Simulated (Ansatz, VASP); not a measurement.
**Two plane-wave programs on Ti**

POSCAR

```
Ti
1.0
    0.0000000000      2.0300000000      2.0706000000
    2.0300000000      0.0000000000      2.0706000000
    2.0300000000      2.0300000000      0.0000000000
Ti
1
Direct
    0.0000000000      0.0000000000      0.0000000000
```

Contents of INCAR.step1:

```
PREC = Accurate ; ENCUT = 520
ISMEAR = 0 ; SIGMA = 0.15
LREAL = False ; LASPH = True
NELM = 80 ; NBANDS = 12
GGA = PE ; ALGO = Normal
EDIFF = 1E-4 ; LWAVE = True
LCHARG = False
```

The input INCAR.step2:

```
PREC = Accurate ; ENCUT = 520
EDIFF = 1E-6 ; ISMEAR = 0
SIGMA = 0.15 ; LREAL = False
LASPH = True ; NELM = 80
ALGO = Normal ; ISIF = 2
LWAVE = False ; LCHARG = False
METAGGA = R2SCAN ; LMIXTAU = True
NBANDS = 12 ; ISTART = 1
```

The input KPOINTS:

```
regular mesh
0
Gamma
  20 20 20
```

Input for Ansatz:

```yaml
crystal:
  lattice:
    - [0.0, 2.03, 2.0706]
    - [2.03, 0.0, 2.0706]
    - [2.03, 2.03, 0.0]
  atoms:
    - { symbol: Ti, position: [0.0, 0.0, 0.0] }
basis:
  ecutwfc: 500
kpoints:
  mp_grid: { grid: [20, 20, 20] }
hamiltonian:
  xc: r2scan
scf:
  occupations: { method: gaussian, width: 0.15 }
output:
  forces: true
  stress: true
  eigenvalues: true
```

Change from the starting cell: strain +0.0200 x Voigt [0, 0, 1, 0, 0, 0], atoms carried along.

Alike in both runs: task single point; functional r2SCAN; k mesh 20 × 20 × 20; occupations gaussian, width 0.15 eV; no spin polarisation.

```csv
,VASP,Ansatz
version,VASP 6.6.1,Ansatz 0.2.0
potentials or method,"VASP PAW PBE potentials, release 64 (Ti_sv), cutoff 520 eV","scalar-relativistic, plane waves, PAW"
valence electrons in the cell,12,12
```

```csv
,VASP,Ansatz,Ansatz less VASP
gap on the k mesh at the Fermi level (eV),none,none,-
pressure (GPa),2.4,2.0,-0.40
"traceless stress, the component that is largest in VASP (GPa)",-0.45,-0.44,+0.005
```

VASP's potentials were made for PBE, not for r2SCAN. A gap of «none» marks a metal or a gap that the smearing closes.
